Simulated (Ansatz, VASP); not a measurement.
## WC in VASP and in Ansatz

```
W C
1.0
     2.90650    0.00000    0.00000
    -1.45325    2.51710    0.00000
     0.00000    0.00000    2.83660
W C
1 1
Direct
  0.00000 0.00000 0.00000
  0.66667 0.33333 0.50000
```

Alike in both runs: functional PBE-based screened hybrid; k mesh 5 × 5 × 5; no spin polarisation.

|  | VASP | Ansatz |
| --- | --- | --- |
| version | VASP 6.6.1 | Ansatz 0.2.0 |
| potentials or method | VASP PAW PBE potentials, release 64 (W_sv, C) | Ansatz PAW polarizable |
| plane-wave cutoff (eV) | 520 | 420 |
| occupations | methfessel-paxton of order 1, width 0.025 eV | cold, width 0.025 eV |
| valence electrons in the cell | 18 | 18 |
| task | single point | density of states |

|  | VASP | Ansatz | Ansatz less VASP |
| --- | --- | --- | --- |
| pressure (GPa) | -2.7 | -3.0 | -0.32 |
| traceless stress, the component that is largest in VASP (GPa) | -3.41 | -3.53 | -0.119 |

VASP's potentials were made for PBE, not for PBE-based screened hybrid.

The k mesh is coarse, so the values compare programs but aren't converged. Neither program's run includes spin-orbit coupling. Noted on Ansatz's run: odd divisions of the mesh miss points on the zone boundary, where band edges often lie, so the gap on the mesh can be too wide.
